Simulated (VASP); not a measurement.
# Zn3GeO (Pm-3m) in VASP: further runs

Runs on Zn3GeO. Level: PBE. Tasks: single point, relaxation of cell and atoms.

All numbers are computed with VASP 6.6.1; they aren't measurements. Logs are shortened: lines on timing, memory, paths and dates and some standing lists are left out, and cuts for length are marked.

**1. The cell of the first run**

It takes space group Pm-3m (No. 221, cubic). Conventional cell: a = 4.658 Å, b = 4.658 Å, c = 4.658 Å, α = 90.00°, β = 90.00°, γ = 90.00°. Within 3.1 Å of Zn (site symmetry 4/mmm) lie 2 Ge at 2.33 Å. Ge (site symmetry m-3m) has 6 Zn at 2.33 Å within 3.1 Å. O (site symmetry m-3m) has 12 Zn at 3.29 Å and 8 Ge at 4.03 Å within 4.3 Å.

The cell was built from a structure type or drawn by symmetry, and may not be a known phase.

**2. Single point, PBE**

INCAR

```
ALGO = Normal
EDIFF = 1E-6
ENCUT = 520
GGA = PE
ISIF = 2
ISMEAR = 0
LASPH = True
LCHARG = False
LREAL = False
LWAVE = False
NBANDS = 36
NELM = 100
PREC = Accurate
SIGMA = 0.1
```

KPOINTS

```
k-points
0
Gamma
  8 8 8
```

POSCAR

```
Zn3GeO
1.0
    4.6584695643      0.0000000000      0.0000000000
    0.0000000000      4.6584695643      0.0000000000
    0.0000000000      0.0000000000      4.6584695643
Zn Ge O
3 1 1
Direct
    0.0000000000      0.5000000000      0.5000000000
    0.5000000000      0.0000000000      0.5000000000
    0.5000000000      0.5000000000      0.0000000000
    0.5000000000      0.5000000000      0.5000000000
    0.0000000000      0.0000000000      0.0000000000
```

Potentials or basis: VASP PAW PBE potentials, release 64 (Zn, Ge_d, O).

On the command line:

```
> cat potpaw_PBE.64/Zn/POTCAR potpaw_PBE.64/Ge_d/POTCAR potpaw_PBE.64/O/POTCAR > POTCAR
> mpirun -np 1 vasp_std > vasp.out
```

OUTCAR:

```text
EDIFF = 1E-6
   ENCUT = 520
   GGA = PE
   ISIF = 2
   ISMEAR = 0
   LASPH = True
   LREAL = False
   NELM = 100
   PREC = Accurate

 ion  position               nearest neighbor table
   1  0.000  0.500  0.500-   4 2.33   4 2.33
   2  0.500  0.000  0.500-   4 2.33   4 2.33
   3  0.500  0.500  0.000-   4 2.33   4 2.33
   4  0.500  0.500  0.500-   1 2.33   2 2.33   3 2.33   3 2.33   2 2.33   1 2.33
   5  0.000  0.000  0.000-

  LATTYP: Found a simple cubic cell.
 ALAT       =     4.6584695643

  Lattice vectors:

 A1 = (   4.6584695643,   0.0000000000,   0.0000000000)
 A2 = (   0.0000000000,   4.6584695643,   0.0000000000)
 A3 = (   0.0000000000,   0.0000000000,   4.6584695643)

Analysis of symmetry for initial positions (statically):
=====================================================================
 Subroutine PRICEL returns:
 Original cell was already a primitive cell.

 Routine SETGRP: Setting up the symmetry group for a
 simple cubic supercell.

 Subroutine GETGRP returns: Found 48 space group operations
 (whereof 48 operations were pure point group operations)
 out of a pool of 48 trial point group operations.

The static configuration has the point symmetry O_h .

Analysis of symmetry for dynamics (positions and initial velocities):
=====================================================================
 Subroutine PRICEL returns:
 Original cell was already a primitive cell.

 Routine SETGRP: Setting up the symmetry group for a
 simple cubic supercell.

 Subroutine GETGRP returns: Found 48 space group operations
 (whereof 48 operations were pure point group operations)
 out of a pool of 48 trial point group operations.

The dynamic configuration has the point symmetry O_h .

 Subroutine INISYM returns: Found 48 space group operations
 (whereof 48 operations are pure point group operations),
 and found     1 'primitive' translations

----------------------------------------------------------------------------------------

                                     Primitive cell

  volume of cell :     101.0950

  direct lattice vectors                    reciprocal lattice vectors
     4.658469564  0.000000000  0.000000000     0.214662774  0.000000000  0.000000000
     0.000000000  4.658469564  0.000000000     0.000000000  0.214662774  0.000000000
     0.000000000  0.000000000  4.658469564     0.000000000  0.000000000  0.214662774

  length of vectors
     4.658469564  4.658469564  4.658469564     0.214662774  0.214662774  0.214662774

  position of ions in fractional coordinates (direct lattice)
     0.000000000  0.500000000  0.500000000
     0.500000000  0.000000000  0.500000000
     0.500000000  0.500000000  0.000000000
     0.500000000  0.500000000  0.500000000
     0.000000000  0.000000000  0.000000000

  ion indices of the primitive-cell ions
   primitive index   ion index
                 1           1
                 2           2
                 3           3
                 4           4
                 5           5

----------------------------------------------------------------------------------------

 KPOINTS: k-points

Automatic generation of k-mesh.
 Grid dimensions read from file:
 generate k-points for:    8    8    8

 Generating k-lattice:

  Cartesian coordinates                     Fractional coordinates (reciprocal lattice)
     0.026832847  0.000000000  0.000000000     0.125000000  0.000000000  0.000000000
     0.000000000  0.026832847  0.000000000     0.000000000  0.125000000  0.000000000
     0.000000000  0.000000000  0.026832847     0.000000000  0.000000000  0.125000000

  Length of vectors
     0.026832847  0.026832847  0.026832847

  Shift w.r.t. Gamma in fractional coordinates (k-lattice)
     0.000000000  0.000000000  0.000000000

 Subroutine IBZKPT returns following result:
 ===========================================

 Found     35 irreducible k-points:

 Following reciprocal coordinates:
            Coordinates               Weight
  0.000000  0.000000  0.000000      1.000000
  0.125000  0.000000  0.000000      6.000000
  0.250000  0.000000  0.000000      6.000000
  0.375000  0.000000  0.000000      6.000000
  0.500000  0.000000  0.000000      3.000000
  0.125000  0.125000  0.000000     12.000000
[... 16 lines left out ...]
  0.375000  0.375000  0.125000     24.000000
  0.500000  0.375000  0.125000     24.000000
 [... further k-points ...]
   k-points           NKPTS =     35   k-points in BZ     NKDIM =     35   number of bands    NBANDS=     36
   number of dos      NEDOS =    301   number of ions     NIONS =      5
   total plane-waves  NPLWV =  46656
   dimension x,y,z NGX =    36 NGY =   36 NGZ =   36
   dimension x,y,z NGXF=    72 NGYF=   72 NGZF=   72
   ions per type =               3   1   1
   NGX,Y,Z   is equivalent  to a cutoff of  12.85, 12.85, 12.85 a.u.
   NGXF,Y,Z  is equivalent  to a cutoff of  25.69, 25.69, 25.69 a.u.
 SYSTEM =  unknown system
   PREC   = accura    normal or accurate (medium, high low for compatibility)
   ISTART =      0    job   : 0-new  1-cont  2-samecut
   ICHARG =      2    charge: 1-file 2-atom 10-const
   ISPIN  =      1    spin polarized calculation?
   LNONCOLLINEAR =      F non collinear calculations
   LSORBIT =      F    spin-orbit coupling
   LASPH  =      T    aspherical Exc in radial PAW
   ENCUT  =  520.0 eV  38.22 Ry    6.18 a.u.   8.66  8.66  8.66*2*pi/ulx,y,z
   NELM   =    100;   NELMIN=  2; NELMDL= -5     # of ELM steps
   EDIFF  = 0.1E-05   stopping-criterion for ELM
   LREAL  =      F    real-space projection
   EDIFFG = 0.1E-04   stopping-criterion for IOM
   NSW    =      0    number of steps for IOM
   IBRION =     -1    ionic relax: 0-MD 1-quasi-New 2-CG
   NFREE  =      0    steps in history (QN), initial steepest desc. (CG)
   ISIF   =      2    stress and relaxation
   ISYM   =      2    0-nonsym 1-usesym 2-fastsym
   POTIM  = 0.5000    time-step for ionic-motion
   TEBEG  =    0.0;   TEEND  =   0.0 temperature during run
   PSTRESS=    0.0 pullay stress
   NELECT =      56.0000    total number of electrons
   NUPDOWN=      -1.0000    fix difference up-down
   EMIN   =  10.00;   EMAX   =-10.00  energy-range for DOS
   EFERMI =   0.00;   METHOD = LEGACY
   ISMEAR =     0;   SIGMA  =   0.10  broadening in eV -4-tet -1-fermi 0-gaus
   EFERMI_NEDOS =   21; number of points for ismear=-14 and -15
   IALGO  =     38    algorithm
   IMIX   =      4    mixing-type and parameters
     AMIX     =   0.40;   BMIX     =  1.00
     AMIX_MAG =   1.60;   BMIX_MAG =  1.00
  volume/ion in A,a.u.               =      20.22       136.44
  Fermi-wavevector in a.u.,A,eV,Ry     =   1.344500  2.540737 24.594995  1.807681
  Thomas-Fermi vector in A             =   2.472489
   LORBIT       =      0    0 simple, 1 ext, 2 COOP (PROOUT), +10 PAW based schemes
   GGA     = PE    functional components
   LHFCALC =     F    Hartree Fock is set to
   AEXX    =    0.0000 exact exchange contribution
   IVDW    =     0    specifies the selected vdW correction
   LEPSILON=     F    determine dielectric tensor
   LRPA    =     F    only Hartree local field effects (RPA)
 non-spin polarized calculation
 Gauss-broadening in eV      SIGMA  =   0.10
  energy-cutoff  :      520.00
  volume of cell :      101.10
 maximum number of plane-waves:      2800
 NGX is ok and might be reduce to    36
   NGX = 17   NGY = 17   NGZ = 17

 number of electron      55.9999913 magnetization

 Free energy of the ion-electron system (eV)
  ---------------------------------------------------
  ext. energy  EPLUGINS =         0.00000000
  ---------------------------------------------------
  free energy    TOTEN  =       -10.12244392 eV

  energy without entropy =      -10.10631922  energy(sigma->0) =      -10.11438157

 E-fermi :   0.9873     XC(G=0):  -9.4964

 val. band max:        0.9576479133   @ k =   0.1250   0.1250   0.0000
 cond. band min:       1.1587539197   @ k =   0.1250   0.0000   0.0000
 fundamental gap:      0.2011060064
 Fermi energy:         0.9873306373

 k-point     1 :       0.0000    0.0000    0.0000
  band No.  band energies     occupation
      1     -23.6101      2.00000
      2     -23.6101      2.00000
      3     -23.5367      2.00000
      4     -23.5367      2.00000
      5     -23.5367      2.00000
      6     -13.7385      2.00000
[... 28 lines left out ...]
     35       8.0431      0.00000
     36       8.0431      0.00000

 k-point     2 :       0.1250    0.0000    0.0000
  band No.  band energies     occupation
      1     -23.6101      2.00000
      2     -23.6085      2.00000
      3     -23.5367      2.00000
      4     -23.5365      2.00000
      5     -23.5365      2.00000
      6     -13.7344      2.00000
[... 28 lines left out ...]
     35       7.7313      0.00000
     36       7.8407      0.00000

 k-point     3 :       0.2500    0.0000    0.0000
  band No.  band energies     occupation
      1     -23.6100      2.00000
      2     -23.6048      2.00000
      3     -23.5366      2.00000
      4     -23.5362      2.00000
      5     -23.5362      2.00000
      6     -13.7247      2.00000
[... 28 lines left out ...]
     35       7.0839      0.00000
     36       7.6818      0.00000
[... 742 lines left out ...]
 k-point    23 :       0.3750    0.3750    0.1250
  band No.  band energies     occupation
      1     -23.6040      2.00000
      2     -23.5965      2.00000
      3     -23.5357      2.00000
      4     -23.5357      2.00000
      5     -23.5351      2.00000
      6     -13.6995      2.00000
[... 28 lines left out ...]
     35       7.4783      0.00000
     36       7.5744      0.00000

 k-point    24 :       0.5000    0.3750    0.1250
  band No.  band energies     occupation
      1     -23.6037      2.00000
      2     -23.5953      2.00000
      3     -23.5357      2.00000
      4     -23.5356      2.00000
      5     -23.5350      2.00000
      6     -13.6973      2.00000
[... 28 lines left out ...]
     35       7.5820      0.00000
     36       8.6634      0.00000

 [... further k-points ...]

------------------------ aborting loop because EDIFF is reached ----------------------------------------

  FORCE on cell =-STRESS in cart. coord.  units (eV):
  Direction    XX          YY          ZZ          XY          YZ          ZX
  --------------------------------------------------------------------------------------
  -------------------------------------------------------------------------------------
  Total        0.0937618      0.0937618      0.0937618     -0.0000000     -0.0000000     -0.0000000
  in kB        1.4859584      1.4859584      1.4859584     -0.0000000     -0.0000000     -0.0000000
  external PRESSURE =       1.4859584 kB  Pullay stress =       0.0000000 kB

 VOLUME and BASIS-vectors are now :
 -----------------------------------------------------------------------------
  energy-cutoff  :      520.00
  volume of cell :      101.10
      direct lattice vectors                 reciprocal lattice vectors
     4.658469564  0.000000000  0.000000000     0.214662774  0.000000000  0.000000000
     0.000000000  4.658469564  0.000000000     0.000000000  0.214662774  0.000000000
     0.000000000  0.000000000  4.658469564     0.000000000  0.000000000  0.214662774

 POSITION                                       TOTAL-FORCE (eV/Angst)
 -----------------------------------------------------------------------------------
      0.00000      2.32923      2.32923         0.000000      0.000000      0.000000
      2.32923      0.00000      2.32923         0.000000      0.000000      0.000000
      2.32923      2.32923      0.00000         0.000000      0.000000      0.000000
      2.32923      2.32923      2.32923         0.000000      0.000000      0.000000
      0.00000      0.00000      0.00000         0.000000      0.000000      0.000000
 -----------------------------------------------------------------------------------
    total drift:                                0.000000      0.000000      0.000000

  FREE ENERGIE OF THE ION-ELECTRON SYSTEM (eV)
  ---------------------------------------------------
  free  energy   TOTEN  =       -10.1224439230 eV

  energy  without entropy=      -10.1063192189  energy(sigma->0) =      -10.11438157
```

Run time: 51 s. Hardware: 1 thread of Intel Xeon 6975P-C (Granite Rapids), shared host; peak memory 0.27 GiB.

Results:

| Property | Result |
| --- | --- |
| Free energy | -10.1224 eV |
| Pressure | 0.1 GPa |
| Band gap on the k mesh | zero (bands 28 and 29 overlap by 0.12 eV) |

Levels at points of the mesh, in eV from the Fermi level:
```tsv
k point	band 25	band 26	band 27	band 28	band 29	band 30	band 31	band 32
(0.00, 0.00, 0.00)	-2.85	-0.44	-0.44	-0.05	-0.05	-0.05	1.04	6.45
(0.50, 0.00, 0.00)	-2.13	-1.03	-0.37	-0.37	-0.08	1.79	4.23	4.30
(0.50, 0.50, 0.00)	-1.54	-0.19	-0.05	-0.05	0.38	0.52	3.86	3.86
(0.50, 0.50, 0.50)	-3.87	-1.40	-1.40	-1.40	2.38	2.38	2.38	7.32
```

**3. Relaxation of cell and atoms, PBE**

This run uses another cell than the first one, of 20.47 Å³/atom.

INCAR

```
PREC = Accurate ; ENCUT = 600
EDIFF = 1E-7 ; ISMEAR = 0
SIGMA = 0.1 ; LREAL = False
LASPH = True ; NELM = 60
ALGO = Normal ; ISIF = 3
LWAVE = False ; LCHARG = False
GGA = PE ; IBRION = 2
NSW = 100 ; EDIFFG = -0.01
```

KPOINTS

```
Automatic mesh
0
Gamma
  8 8 8
```

Edit POSCAR of step 2 so:

```diff
@@ -2,5 +2,5 @@
 1.0
-    4.6584695643      0.0000000000      0.0000000000
-    0.0000000000      4.6584695643      0.0000000000
-    0.0000000000      0.0000000000      4.6584695643
+    4.6775798214      0.0000000000      0.0000000000
+    0.0000000000      4.6775798214      0.0000000000
+    0.0000000000      0.0000000000      4.6775798214
 Zn Ge O
```

Potentials or basis: VASP PAW PBE potentials, release 64 (Zn, Ge_d, O).

On the command line:

```
> cat potpaw_PBE.64/Zn/POTCAR potpaw_PBE.64/Ge_d/POTCAR potpaw_PBE.64/O/POTCAR > POTCAR
> mpirun -np 1 vasp_std > vasp.out
```

Run time: 2.9 min. Hardware: 1 thread of Intel Xeon 6975P-C (Granite Rapids), shared host; peak memory 0.32 GiB.

It converged, with:

```
Free energy                           : -10.1235 eV
Relaxed volume                        : 20.27 Å³/atom
Relaxed cell                          : a = 4.662 Å, b = 4.662 Å, c = 4.662 Å, α = 90.00°, β = 90.00°, γ = 90.00°
Space group after relaxing (to 0.1 Å) : Pm-3m (No. 221)
Energy gained by relaxing             : 0.3 meV/atom
Ionic steps                           : 3
Pressure after relaxing               : 0.0 GPa
Band gap on the k mesh                : zero (bands 28 and 29 overlap by 0.12 eV)
```

Step by step:
```
step  energy change (eV)  largest force (eV/Å)  pressure (GPa)  volume (Å³)
   1              0.0000                0.0000           -0.42       102.34
   2             -0.0013                0.0000           -0.09       101.55
   3             -0.0014                0.0000            0.00       101.34
```

Final structure:
```
Zn Ge O
1.0
     4.66228    0.00000    0.00000
     0.00000    4.66228    0.00000
     0.00000    0.00000    4.66228
Zn Ge O
3 1 1
Cartesian
  0.0000 2.3311 2.3311
  2.3311 0.0000 2.3311
  2.3311 2.3311 0.0000
  2.3311 2.3311 2.3311
  0.0000 0.0000 0.0000
```

Levels at points of the mesh, in eV from the Fermi level:
```tsv
k point	band 25	band 26	band 27	band 28	band 29	band 30	band 31	band 32
(0.00, 0.00, 0.00)	-2.84	-0.44	-0.44	-0.05	-0.05	-0.05	1.03	6.44
(0.50, 0.00, 0.00)	-2.13	-1.03	-0.37	-0.37	-0.09	1.78	4.23	4.29
(0.50, 0.50, 0.00)	-1.54	-0.18	-0.05	-0.05	0.37	0.52	3.86	3.86
(0.50, 0.50, 0.50)	-3.87	-1.39	-1.39	-1.39	2.38	2.38	2.38	7.31
```
